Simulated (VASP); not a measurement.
The system is HfN.

```
CELL_PARAMETERS angstrom
3.47164 0.00000 0.00000
1.73582 3.00653 0.00000
1.73582 1.00218 2.83458
ATOMIC_POSITIONS crystal
Hf 0.00000 0.00000 0.00000
N 0.75000 0.75000 0.75000
```

* Program: VASP 6.6.1
* Task: relaxation of cell and atoms
* Functional: r2SCAN
* Potentials or basis: VASP PAW PBE potentials, release 64 (Hf_pv, N)
* Cutoff: 600 eV
* k mesh: 6 × 6 × 6
* Occupations: methfessel-paxton, width 0.05 eV
* Spin: no spin polarisation

At the start: pressure -3.6 GPa; volume 14.79 Å³/atom.

**Question.** Where does the relaxation end?

**Answer.** Over 3 steps the energy falls by 3.0 meV/atom and the volume is 14.54 Å³/atom (-1.7 %); space group F-43m (No. 216, to 0.05 Å).

The path:
```
step  energy change (eV)  largest force (eV/Å)  pressure (GPa)  volume (Å³)
   1              0.0000                0.0000           -3.62        29.59
   2              0.0131                0.0000            7.03        28.18
   3             -0.0059                0.0000           -0.04        29.07
```

Final structure:
```cif
data_structure
_symmetry_space_group_name_H-M 'P 1'
_symmetry_Int_Tables_number 1
_cell_length_a 3.4515
_cell_length_b 3.4515
_cell_length_c 3.4515
_cell_angle_alpha 60.000
_cell_angle_beta 60.000
_cell_angle_gamma 60.000
_cell_volume 29.07
loop_
_atom_site_label
_atom_site_type_symbol
_atom_site_fract_x
_atom_site_fract_y
_atom_site_fract_z
_atom_site_occupancy
Hf1 Hf 0.00000 0.00000 0.00000 1
N1 N 0.75000 0.75000 0.75000 1
```

Caveat: the k points lie up to 0.37 Å⁻¹ apart in the final cell; the PAW data sets were made with another functional, which shifts forces and pressure a little.
